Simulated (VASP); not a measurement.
Here is a VASP 6.6.1 calculation.

INCAR

```
PREC = Accurate ; ENCUT = 520
EDIFF = 1E-6 ; ISMEAR = 0
SIGMA = 0.1 ; LREAL = F
LASPH = T ; NELM = 100
ALGO = Normal ; ISIF = 2
LWAVE = F ; LCHARG = T
GGA = PE ; LELF = T
LVHAR = T ; NBANDS = 41
```

The input KPOINTS:

```
regular mesh
0
Gamma
  6 6 6
```

POSCAR

```
Mg3Cd2Se5
1.0
   -1.9803309689      3.4300338539      0.0000000000
   -3.9606619378      0.0000000000      0.0000000000
   -1.9803309689      1.1433446180     16.2054915000
Mg Cd Se
3 2 5
Direct
    0.0000000000      0.0000000000      0.0000000000
    0.3981740000      0.3981740000      0.8054780000
    0.6018260000      0.6018260000      0.1945220000
    0.7986100000      0.7986100000      0.6041700000
    0.2013900000      0.2013900000      0.3958300000
    0.6990530000      0.6990530000      0.9028410000
    0.0968860000      0.0968860000      0.7093420000
    0.5000000000      0.5000000000      0.5000000000
    0.9031140000      0.9031140000      0.2906580000
    0.3009470000      0.3009470000      0.0971590000
```

Potentials or basis: VASP PAW PBE potentials, release 64 (Mg, Cd, Se).

Launch:

```sh
$ cat potpaw_PBE.64/Mg/POTCAR potpaw_PBE.64/Cd/POTCAR potpaw_PBE.64/Se/POTCAR > POTCAR
$ mpirun -np 1 vasp_std > vasp.out
```

Question: Predict the largest force.

Answer: 0.044 eV/Å.

Question: Estimate the band gap on the k mesh.

Answer: 0.44 eV (least direct gap 0.82 eV).

Question: Estimate the pressure.

Answer: 0.1 GPa.

Stress tensor (GPa, compression positive):
```
0.13 0.00 0.00
0.00 0.13 0.00
0.00 0.00 0.03
```

Caveat: semilocal functionals underestimate gaps, and a narrow one can read as zero. A k mesh can miss the band edges.
